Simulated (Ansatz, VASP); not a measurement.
# Two plane-wave programs on EuS

```
Eu S
1.0
     0.00000    2.97850    2.97850
     2.97850    0.00000    2.97850
     2.97850    2.97850    0.00000
Eu S
1 1
Direct
  0.50000 0.50000 0.50000
  0.00000 0.00000 0.00000
```

Alike in both runs: task single point; functional PBE; k mesh 8 × 8 × 8; occupations fermi-dirac, width 0.05 eV; collinear spin.

```csv
,VASP,Ansatz
version,VASP 6.6.1,Ansatz 0.2.0
potentials or method,"VASP PAW PBE potentials, release 64 (Eu, S)",Ansatz PAW
plane-wave cutoff (eV),600,420
valence electrons in the cell,23,23
```

|  | VASP | Ansatz | Ansatz less VASP |
| --- | --- | --- | --- |
| gap on the k mesh at the Fermi level (eV) | none | none | - |
| pressure (GPa) | -2.7 | -2.5 | +0.24 |
| net moment per atom (μB) | 3.49 | 3.49 | +0.002 |
| size of the moment on the site where the two differ most (μB) | 6.59 | 6.76 | +0.171 |

Site moments also hang on the region over which each program counts them. A gap of «none» marks a metal or a gap that the smearing closes.

Spin-orbit coupling is off throughout.
